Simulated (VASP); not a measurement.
Ta4S4Br:

```
Ta S Br
1.0
     3.58159    0.00000    0.00000
    -1.79080    3.10175    0.00000
     0.00000    0.00000   14.43385
Ta S Br
4 4 1
Direct
  0.00000 0.00000 0.81074
  0.00000 0.00000 0.18926
  0.33333 0.66667 0.38478
  0.66667 0.33333 0.61522
  0.33333 0.66667 0.71298
  0.66667 0.33333 0.90850
  0.33333 0.66667 0.09150
  0.66667 0.33333 0.28702
  0.00000 0.00000 0.50000
```

* Program: VASP 6.6.1
* Task: relaxation of cell and atoms
* Functional: PBE
* Dispersion: D3(BJ)
* Potentials or basis: VASP PAW PBE potentials, release 64 (Ta_pv, S, Br)
* Cutoff: 600 eV
* k mesh: 6 × 6 × 2
* Occupations: gaussian, width 0.1 eV
* Spin: no spin polarisation

At the start: pressure -3.5 GPa; volume 17.82 Å³/atom.

Task: How do energy, volume and symmetry change on relaxing?

Result: Over 33 steps the energy falls by 302.3 meV/atom and the volume is 18.53 Å³/atom (+4.0 %); space group P-3m1 (No. 164, to 0.1 Å) before and after.

Step by step:
```csv
step,energy change (eV),largest force (eV/Å),pressure (GPa),volume (Å³)
1,0.0000,3.1821,-3.48,160.35
2,-1.1331,3.3529,7.34,151.53
3,-0.7803,2.4381,23.67,143.89
4,-1.2468,2.5474,11.34,149.25
5,-1.7343,1.1868,10.01,151.98
6,-1.8189,1.5148,9.88,153.10
7,-1.9426,1.9514,9.87,155.37
8,-2.3329,1.2202,1.77,162.73
9,-2.3847,1.0460,-2.09,167.03
10,-2.4869,0.8496,-1.61,167.04
11,-2.6332,0.3983,0.14,167.05
12,-2.6347,0.4224,0.38,167.04
13,-2.6620,0.2005,0.10,167.60
14,-2.6791,0.3953,-0.29,168.50
15,-2.6967,0.2295,0.34,168.33
16,-2.7007,0.2520,0.82,168.19
17,-2.7048,0.0637,-0.70,169.94
18,-2.7063,0.0824,-0.19,169.35
19,-2.7074,0.0574,-0.09,169.10
20,-2.7081,0.1186,0.08,168.71
21,-2.7091,0.1043,-0.01,168.67
22,-2.7105,0.1645,-0.31,168.57
23,-2.7111,0.1598,-0.27,168.48
24,-2.7125,0.1461,-0.14,168.22
25,-2.7146,0.1184,0.12,167.69
26,-2.7162,0.1200,0.66,166.65
27,-2.7170,0.1095,0.61,166.61
28,-2.7187,0.0776,0.47,166.50
29,-2.7196,0.0796,0.20,166.27
30,-2.7197,0.0751,0.27,166.32
31,-2.7201,0.0543,0.14,166.50
32,-2.7204,0.0541,-0.07,166.81
33,-2.7205,0.0333,-0.02,166.80
```

Final structure:
```xyz
9
Lattice="3.6101 0.0000 0.0000 -1.8050 3.1264 0.0000 0.0000 0.0000 14.7785" Properties=species:S:1:pos:R:3 pbc="T T T"
Ta    0.0000    0.0000   12.0306
Ta    0.0000    0.0000    2.7480
Ta    0.0000    2.0843    5.1067
Ta    1.8050    1.0421    9.6718
S     0.0000    2.0843   10.5858
S     1.8050    1.0421   13.4193
S     0.0000    2.0843    1.3592
S     1.8050    1.0421    4.1928
Br   -1.8050    3.1264    7.3893
```

Caveat: an odd number of electrons without spin polarisation forces a metal; a magnetic or distorted state may lie lower.
